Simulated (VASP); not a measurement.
# PtSeS4 (P1) in VASP: relaxation of cell and atoms with PBE

Aim: the relaxation of cell and atoms of PtSeS4 with PBE.

Program: VASP 6.6.1. These are calculated values, not measurements. Logs are shortened: lines on timing, memory, paths and dates and some standing lists are left out, and cuts for length are marked.

## (1) The cell of the first run

The typed cell holds 12 atoms: a = 3.592 Å, b = 6.134 Å, c = 13.143 Å, α = 89.89°, β = 90.57°, γ = 90.49°.

## (2) Relaxation of cell and atoms, PBE

Input file INCAR:

```
SYSTEM = PtSeS4
PREC     = Accurate       ! precision mode
ENCUT    = 600            ! plane-wave cutoff, eV
EDIFF    = 1E-6           ! SCF threshold, eV
ISMEAR   = 0              ! smearing method
SIGMA    = 0.1            ! smearing width, eV
LREAL    = .False.        ! projectors in reciprocal space
LASPH    = .True.         ! aspherical terms in the spheres
NELM     = 100            ! most SCF steps
ALGO     = Normal         ! electronic algorithm
ISIF     = 3              ! what is computed and relaxed
LWAVE    = .False.        ! write WAVECAR
LCHARG   = .False.        ! write CHGCAR
GGA      = PE             ! functional
IBRION   = 2              ! ionic algorithm
NSW      = 80             ! ionic steps
EDIFFG   = -0.025         ! ionic threshold
```

Input file KPOINTS:

```
regular mesh
0
Gamma
  4 2 1
  0 0 0
```

Input file POSCAR:

```
PtSeS4
1.0
    3.5915873114     -0.0151773971     -0.0180737438
   -0.0262880231      6.1337158274      0.0060975272
   -0.0656350127      0.0127844065     13.1428417875
Pt Se S
2 2 8
Direct
   -0.0325236614     -0.0185694693      0.5079435473
    0.4922267234      0.5370699089      0.5335878401
   -0.0075204386      0.0153437317     -0.0098766011
    0.5118419325      0.5342298606     -0.0089028327
    0.4977645403      0.0875530890      0.5839914223
   -0.0232720046      0.6118789830      0.5809408895
    0.5671928268      0.1970463385      0.0892063164
   -0.0047669148      0.6780533415      0.1292800633
    0.0069443555      0.3496010962      0.8867838583
    0.5220236024      0.8639411415      0.9044218874
   -0.0403292771      0.3234126258      0.4050808270
    0.5104183156      0.8204393525      0.3975427822
```

Potentials or basis: VASP PAW PBE potentials, release 64 (Pt, Se, S).

Command:

```console
> cat potpaw_PBE.64/Pt/POTCAR potpaw_PBE.64/Se/POTCAR potpaw_PBE.64/S/POTCAR > POTCAR
> mpirun -np 1 vasp_std > vasp.out
```

OUTCAR:

```text
SYSTEM = PtSeS4
   PREC = Accurate
   ENCUT = 600
   EDIFF = 1E-6
   ISMEAR = 0
   LREAL = .False.
   LASPH = .True.
   NELM = 100
   ISIF = 3
   GGA = PE
   IBRION = 2
   NSW = 80
   EDIFFG = -0.025

 ion  position               nearest neighbor table
   1  0.967  0.981  0.508-   5 2.08   5 2.23  12 2.39   6 2.46  11 2.49  12 2.64   2 3.22   2 3.34

   2  0.492  0.537  0.534-   6 1.90   6 2.02  12 2.49  11 2.74   5 2.83  11 2.85   1 3.22   1 3.34

   3  0.992  0.015  0.990-  10 2.22   7 2.31  10 2.41   9 2.46   7 2.67   8 2.76
   4  0.512  0.534  0.991-  10 2.32   7 2.44   9 2.52   9 2.53   8 2.65   8 2.76
   5  0.498  0.088  0.584-   1 2.08   1 2.23   2 2.83
   6  0.977  0.612  0.581-   2 1.90   2 2.02   1 2.46
   7  0.567  0.197  0.089-   3 2.31   4 2.44   3 2.67
   8  0.995  0.678  0.129-   4 2.65   3 2.76   4 2.76
   9  0.007  0.350  0.887-   3 2.46   4 2.52   4 2.53
  10  0.522  0.864  0.904-   3 2.22   4 2.32   3 2.41
  11  0.960  0.323  0.405-   1 2.49   2 2.74   2 2.85
  12  0.510  0.820  0.398-   1 2.39   2 2.49   1 2.64

  LATTYP: Found a triclinic cell.
 ALAT       =     3.5916648548
 B/A-ratio  =     3.7837993461
 C/A-ratio  =     1.7077804970
 COS(alpha) =     0.0003279749
 COS(beta)  =     0.0085163785
 COS(gamma) =     0.2545846399

  Lattice vectors:

 A1 = (   3.5915873114,  -0.0151773971,  -0.0180737438)
 A2 = (   3.5259522987,  -0.0023929906,  13.1247680437)
 A3 = (   0.0262880231,  -6.1337158274,  -0.0060975272)

Analysis of symmetry for initial positions (statically):
=====================================================================
 Subroutine PRICEL returns:
 Original cell was already a primitive cell.

 Routine SETGRP: Setting up the symmetry group for a
 triclinic supercell.

 Subroutine GETGRP returns: Found  1 space group operations
 (whereof  1 operations were pure point group operations)
 out of a pool of  2 trial point group operations.

The static configuration has the point symmetry C_1 .

Analysis of symmetry for dynamics (positions and initial velocities):
=====================================================================
 Subroutine PRICEL returns:
 Original cell was already a primitive cell.

 Routine SETGRP: Setting up the symmetry group for a
 triclinic supercell.

 Subroutine GETGRP returns: Found  1 space group operations
 (whereof  1 operations were pure point group operations)
 out of a pool of  2 trial point group operations.

The dynamic configuration has the point symmetry C_1 .

 Subroutine INISYM returns: Found  1 space group operations
 (whereof  1 operations are pure point group operations),
 and found     1 'primitive' translations

----------------------------------------------------------------------------------------

                                     Primitive cell

  volume of cell :     289.5211

  direct lattice vectors                    reciprocal lattice vectors
     3.591587311 -0.015177397 -0.018073744     0.278440454  0.001191965  0.001389365
    -0.026288023  6.133715827  0.006097527     0.000688182  0.163036415 -0.000155153
    -0.065635013  0.012784406 13.142841788     0.000382586 -0.000074000  0.076089028

  length of vectors
     3.591664855  6.133775191 13.143011894     0.278446472  0.163037941  0.076090026

  position of ions in fractional coordinates (direct lattice)
     0.967476339  0.981430531  0.507943547
     0.492226723  0.537069909  0.533587840
     0.992479561  0.015343732  0.990123399
     0.511841932  0.534229861  0.991097167
     0.497764540  0.087553089  0.583991422
     0.976727995  0.611878983  0.580940889
     0.567192827  0.197046339  0.089206316
     0.995233085  0.678053341  0.129280063
     0.006944356  0.349601096  0.886783858
     0.522023602  0.863941141  0.904421887
     0.959670723  0.323412626  0.405080827
     0.510418316  0.820439353  0.397542782

  ion indices of the primitive-cell ions
   primitive index   ion index
                 1           1
                 2           2
                 3           3
                 4           4
                 5           5
                 6           6
                 7           7
                 8           8
                 9           9
                10          10
                11          11
                12          12

----------------------------------------------------------------------------------------

 KPOINTS: regular mesh

Automatic generation of k-mesh.
 Grid dimensions read from file:
 generate k-points for:    4    2    1

 Generating k-lattice:

  Cartesian coordinates                     Fractional coordinates (reciprocal lattice)
     0.069610114  0.000297991  0.000347341     0.250000000  0.000000000  0.000000000
     0.000344091  0.081518207 -0.000077577    -0.000000000  0.500000000  0.000000000
     0.000382586 -0.000074000  0.076089028     0.000000000  0.000000000  1.000000000

  Length of vectors
     0.069611618  0.081518970  0.076090026

  Shift w.r.t. Gamma in fractional coordinates (k-lattice)
     0.000000000  0.000000000  0.000000000

 Subroutine IBZKPT returns following result:
 ===========================================

 Found      6 irreducible k-points:

 Following reciprocal coordinates:
            Coordinates               Weight
  0.000000  0.000000  0.000000      1.000000
  0.250000 -0.000000 -0.000000      2.000000
  0.500000 -0.000000 -0.000000      1.000000
 -0.000000  0.500000  0.000000      1.000000
  0.250000  0.500000 -0.000000      2.000000
  0.500000  0.500000 -0.000000      1.000000
   k-points           NKPTS =      6   k-points in BZ     NKDIM =      6   number of bands    NBANDS=     48
   number of dos      NEDOS =    301   number of ions     NIONS =     12
   total plane-waves  NPLWV = 162000
   dimension x,y,z NGX =    30 NGY =   50 NGZ =  108
   dimension x,y,z NGXF=    60 NGYF=  100 NGZF=  216
   ions per type =               2   2   8
   NGX,Y,Z   is equivalent  to a cutoff of  13.89, 13.55, 13.66 a.u.
   NGXF,Y,Z  is equivalent  to a cutoff of  27.77, 27.10, 27.32 a.u.
 SYSTEM =  PtSeS4
   PREC   = accura    normal or accurate (medium, high low for compatibility)
   ISTART =      0    job   : 0-new  1-cont  2-samecut
   ICHARG =      2    charge: 1-file 2-atom 10-const
   ISPIN  =      1    spin polarized calculation?
   LNONCOLLINEAR =      F non collinear calculations
   LSORBIT =      F    spin-orbit coupling
   LASPH  =      T    aspherical Exc in radial PAW
   ENCUT  =  600.0 eV  44.10 Ry    6.64 a.u.   7.17 12.25 26.25*2*pi/ulx,y,z
   NELM   =    100;   NELMIN=  2; NELMDL= -5     # of ELM steps
   EDIFF  = 0.1E-05   stopping-criterion for ELM
   LREAL  =      F    real-space projection
   EDIFFG = -.3E-01   stopping-criterion for IOM
   NSW    =     80    number of steps for IOM
   IBRION =      2    ionic relax: 0-MD 1-quasi-New 2-CG
   NFREE  =      1    steps in history (QN), initial steepest desc. (CG)
   ISIF   =      3    stress and relaxation
   ISYM   =      2    0-nonsym 1-usesym 2-fastsym
   POTIM  = 0.5000    time-step for ionic-motion
   TEBEG  =    0.0;   TEEND  =   0.0 temperature during run
   PSTRESS=    0.0 pullay stress
   NELECT =      80.0000    total number of electrons
   NUPDOWN=      -1.0000    fix difference up-down
   EMIN   =  10.00;   EMAX   =-10.00  energy-range for DOS
   EFERMI =   0.00;   METHOD = LEGACY
   ISMEAR =     0;   SIGMA  =   0.10  broadening in eV -4-tet -1-fermi 0-gaus
   EFERMI_NEDOS =   21; number of points for ismear=-14 and -15
   IALGO  =     38    algorithm
   IMIX   =      4    mixing-type and parameters
     AMIX     =   0.40;   BMIX     =  1.00
     AMIX_MAG =   1.60;   BMIX_MAG =  1.00
  volume/ion in A,a.u.               =      24.13       162.82
  Fermi-wavevector in a.u.,A,eV,Ry     =   1.066297  2.015009 15.469672  1.136989
  Thomas-Fermi vector in A             =   2.201876
   LORBIT       =      0    0 simple, 1 ext, 2 COOP (PROOUT), +10 PAW based schemes
   GGA     = PE    functional components
   LHFCALC =     F    Hartree Fock is set to
   AEXX    =    0.0000 exact exchange contribution
   IVDW    =     0    specifies the selected vdW correction
   LEPSILON=     F    determine dielectric tensor
   LRPA    =     F    only Hartree local field effects (RPA)
 conjugate gradient relaxation of ions
 non-spin polarized calculation
 Gauss-broadening in eV      SIGMA  =   0.10
  energy-cutoff  :      600.00
  volume of cell :      289.52
 maximum number of plane-waves:      9680
 NGX is ok and might be reduce to    30
   NGX = 15   NGY = 25   NGZ = 53

--------------------------------------- Ionic step        1  -------------------------------------------

 number of electron      80.0000002 magnetization

 Free energy of the ion-electron system (eV)
  ---------------------------------------------------
  ext. energy  EPLUGINS =         0.00000000
  ---------------------------------------------------
  free energy    TOTEN  =       -45.14469984 eV

  energy without entropy =      -45.11884880  energy(sigma->0) =      -45.13177432

------------------------ aborting loop because EDIFF is reached ----------------------------------------

  FORCE on cell =-STRESS in cart. coord.  units (eV):
  Direction    XX          YY          ZZ          XY          YZ          ZX
  --------------------------------------------------------------------------------------
  -------------------------------------------------------------------------------------
  Total       41.6677711     10.3859069      9.4027477      1.6737518      6.4198057      0.7498010
  in kB      230.5847995     57.4744506     52.0337571      9.2623559     35.5264888      4.1493150
  external PRESSURE =     113.3643357 kB  Pullay stress =       0.0000000 kB
[... 119 lines left out ...]
  FREE ENERGIE OF THE ION-ELECTRON SYSTEM (eV)
  ---------------------------------------------------
  free  energy   TOTEN  =       -49.8123713936 eV

  energy  without entropy=      -49.8100358838  energy(sigma->0) =      -49.81120364

[... ionic steps 4 to 31 ...]

--------------------------------------- Ionic step       32  -------------------------------------------

 number of electron      79.9999997 magnetization

------------------------ aborting loop because EDIFF is reached ----------------------------------------

  FORCE on cell =-STRESS in cart. coord.  units (eV):
  Direction    XX          YY          ZZ          XY          YZ          ZX
  --------------------------------------------------------------------------------------
  -------------------------------------------------------------------------------------
  Total       -0.0643996     -0.0823892     -0.0689053      0.0127185      0.0525166      0.0325774
  in kB       -0.3465846     -0.4434004     -0.3708331      0.0684483      0.2826327      0.1753242
  external PRESSURE =      -0.3869393 kB  Pullay stress =       0.0000000 kB
[... 77 lines left out ...]
  energy  without entropy=      -52.6888575424  energy(sigma->0) =      -52.68885754

--------------------------------------- Ionic step       34  -------------------------------------------

 number of electron      79.9999997 magnetization

 Free energy of the ion-electron system (eV)
  ---------------------------------------------------
  ext. energy  EPLUGINS =         0.00000000
  ---------------------------------------------------
  free energy    TOTEN  =       -52.68912933 eV

  energy without entropy =      -52.68912933  energy(sigma->0) =      -52.68912933

 E-fermi :   3.0767     XC(G=0):  -8.6879

 val. band max:        2.5831521980   @ k =  -0.0000   0.5000   0.0000
 cond. band min:       4.0921633202   @ k =   0.0000   0.0000   0.0000
 fundamental gap:      1.5090111222
 Fermi energy:         3.0767206446

 k-point     1 :       0.0000    0.0000    0.0000
  band No.  band energies     occupation
      1     -13.8478      2.00000
      2     -11.7917      2.00000
      3     -11.4387      2.00000
      4      -9.9531      2.00000
      5      -9.8667      2.00000
      6      -9.8569      2.00000
[... 334 lines left out ...]
  FREE ENERGIE OF THE ION-ELECTRON SYSTEM (eV)
  ---------------------------------------------------
  free  energy   TOTEN  =       -52.6891293338 eV

  energy  without entropy=      -52.6891293338  energy(sigma->0) =      -52.68912933

 reached required accuracy - stopping structural energy minimisation
```

Run time: 46 min. Hardware: 1 thread of Oxide Virtual Turin-like, shared host; peak memory 0.46 GiB.

Results:

```yaml
Free_energy: -52.6891 eV
Relaxed_volume: 24.79 Å³/atom
Relaxed_cell: a = 3.644 Å, b = 6.239 Å, c = 13.097 Å, α = 87.78°, β = 90.72°, γ = 89.99°
Space_group_after_relaxing_to_0.1_Å: P1 (No. 1)
Energy_gained_by_relaxing: 628.7 meV/atom
Ionic_steps: 34
Pressure_after_relaxing: 0.0 GPa
Largest_force_after_relaxing: 0.019 eV/Å
Band_gap_on_the_k_mesh: 1.51 eV (least direct gap 1.54 eV)
```

Forces on the atoms (eV/Å):
```
Pt   0.001 -0.004  0.012
Pt  -0.001  0.001 -0.015
Se   0.013 -0.006  0.004
Se   0.000  0.005  0.002
S   -0.003  0.011  0.006
S   -0.006 -0.005 -0.007
S   -0.010 -0.006  0.004
S    0.006 -0.009  0.000
S   -0.002 -0.007 -0.013
S   -0.007  0.014  0.011
S    0.007 -0.007 -0.009
S    0.002  0.014  0.007
```

The path:
```
step  energy change (eV)  largest force (eV/Å)  pressure (GPa)  volume (Å³)
   1              0.0000               11.0143           11.34       289.52
   2             -2.2777                2.3950           -9.97       365.20
   3             -4.6677                5.2292           -5.16       325.60
   4             -6.5699                1.4705           -2.21       303.70
   5             -6.5743                1.5037           -1.95       302.72
   6             -7.1107                1.3114            1.94       288.15
   7             -7.1107                1.3125            1.98       288.04
   8             -7.3712                0.6637           -0.27       293.14
   9             -7.3719                0.7258           -0.37       293.41
  10             -7.4247                0.2855            0.00       292.02
  11             -7.4249                0.2999            0.03       291.93
  12             -7.4441                0.2132            0.11       291.72
  13             -7.4473                0.2698            0.18       291.59
  14             -7.4608                0.1462           -0.12       292.61
  15             -7.4632                0.1607           -0.30       293.25
  16             -7.4713                0.2018            0.28       291.78
  17             -7.4713                0.2066            0.33       291.67
  18             -7.4799                0.1931            0.26       292.16
  19             -7.4919                0.2135            0.15       293.50
  20             -7.5037                0.1843           -0.07       294.79
  21             -7.5079                0.1786           -0.24       295.99
  22             -7.5189                0.2158            0.14       295.75
  23             -7.5201                0.2560            0.31       295.64
  24             -7.5299                0.1560           -0.06       297.53
  25             -7.5308                0.1451           -0.19       298.27
  26             -7.5371                0.1438            0.00       298.00
  27             -7.5377                0.1464            0.08       297.89
  28             -7.5416                0.0763           -0.10       298.31
  29             -7.5419                0.0664           -0.15       298.45
  30             -7.5433                0.0643            0.13       297.41
  31             -7.5433                0.0622            0.10       297.49
  32             -7.5442                0.0374           -0.04       297.70
  33             -7.5442                0.0347           -0.03       297.69
  34             -7.5444                0.0185            0.02       297.47
```

Final structure:
```
CELL_PARAMETERS angstrom
3.64349 0.00078 -0.02375
0.00042 6.23758 0.11925
-0.07964 0.25807 13.09462
ATOMIC_POSITIONS crystal
Pt 0.98416 0.97755 0.50098
Pt 0.48429 0.47763 0.50149
Se 0.95852 0.02270 0.99820
Se 0.57238 0.52256 0.99932
S 0.48814 0.13560 0.59289
S 0.98883 0.63646 0.59319
S 0.59583 0.18498 0.11190
S 0.94622 0.68559 0.11238
S 0.93612 0.35985 0.88574
S 0.58560 0.85872 0.88504
S 0.98018 0.31964 0.40960
S 0.47973 0.81872 0.40926
```

Caveat: the k points lie up to 0.50 Å⁻¹ apart in the final cell; spin-orbit coupling is left out, which moves the levels of the heavy elements.
